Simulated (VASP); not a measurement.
Write the native input for VASP 6.6.1 that does the following.

| Property | Result |
| --- | --- |
| Task | single point |
| Functional | PBEsol |
| Dispersion | D3(BJ) |
| Potentials or basis | VASP PAW PBE potentials, release 64 (Ni) |
| Cutoff | 520 eV |
| k mesh | 15 × 15 × 15 |
| Occupations | fermi-dirac, width 0.1 eV |
| Spin | collinear spin, ferromagnetic start |
| Starting moments | [1.5] μB |
| Dipole correction | no |
| Further INCAR settings | ALGO = Normal; EDIFF = 1e-07; NBANDS = 15 |

The structure of Ni lies in POSCAR:

```
Ni
1.0
    2.3625946696     -0.0000000131     -0.0000000227
   -0.7875315442      2.2274756204     -0.0000000227
   -0.7875315442     -1.1137377775      1.9290504925
Ni
1
Direct
    0.0000000000      0.0000000000      0.0000000000
```

These files were run (other wordings do the same):

INCAR

```
PREC = Accurate ; ENCUT = 520
EDIFF = 1E-7 ; ISMEAR = -1
SIGMA = 0.1 ; LREAL = F
LASPH = T ; NELM = 150
ALGO = Normal ; ISIF = 2
LWAVE = F ; LCHARG = T
ISPIN = 2 ; MAGMOM = 1.5
LORBIT = 11 ; LMAXMIX = 4
GGA = PS ; IVDW = 12
LELF = T ; LVHAR = T
NBANDS = 15
```

KPOINTS

```
regular mesh
0
Gamma
  15 15 15
```

Potentials or basis: VASP PAW PBE potentials, release 64 (Ni).

Launch:

```console
$ cat potpaw_PBE.64/Ni/POTCAR > POTCAR
$ mpirun -np 1 vasp_std > vasp.out
```

It gave:

```yaml
Pressure: -0.3 GPa
Net_moment: 0.36 μB per cell
Site_moments: Ni +0.36 μB
Valence_electrons_inside_the_program's_atomic_spheres: Ni 9.45
Dispersion_energy_per_atom: -0.447 eV
```

Caveat: the PAW data sets were made with another functional, which shifts forces and pressure a little; pairwise dispersion overbinds metals, which lowers pressure and volume.

Run time: 25 s on 1 thread of AMD EPYC 9R45 96-Core Processor (Zen 5) (shared host), peak memory 0.12 GiB.
